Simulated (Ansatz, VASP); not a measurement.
# Cr in VASP and in Ansatz

```
Cr
1.0
     0.00000    1.99233    4.36679
     1.38521    0.00000    4.36679
     1.38521    1.99233    0.00000
Cr
2
Direct
  0.13134 0.13134 0.86866
  0.86866 0.86866 0.13134
```

Alike in both runs: functional PBE; k mesh 24 × 24 × 24; occupations gaussian, width 0.1 eV; no spin polarisation.

Ansatz relaxed the structure, and its values are those at the end. VASP's run is a single point on that final structure, the one shown.

|  | VASP | Ansatz |
| --- | --- | --- |
| version | VASP 6.6.1 | Ansatz 0.2.0 |
| potentials or method | VASP PAW PBE potentials, release 64 (Cr_pv), cutoff 520 eV | scalar-relativistic, plane waves, PAW |
| valence electrons in the cell | 24 | 28 |

|  | VASP | Ansatz | Ansatz less VASP |
| --- | --- | --- | --- |
| gap on the k mesh at the Fermi level (eV) | none | none | - |
| pressure (GPa) | -0.3 | 0.0 | +0.35 |
| rms of the force components (eV/Å) | 0.009 | 0.000 | -0.0086 |

A gap of «none» marks a metal or a gap that the smearing closes. With one functional, cell and mesh, what is left measures potentials, basis and numerics. VASP's potentials hold 24 valence electrons a cell and Ansatz's 28, so a difference there can come from the potentials and not from the codes.
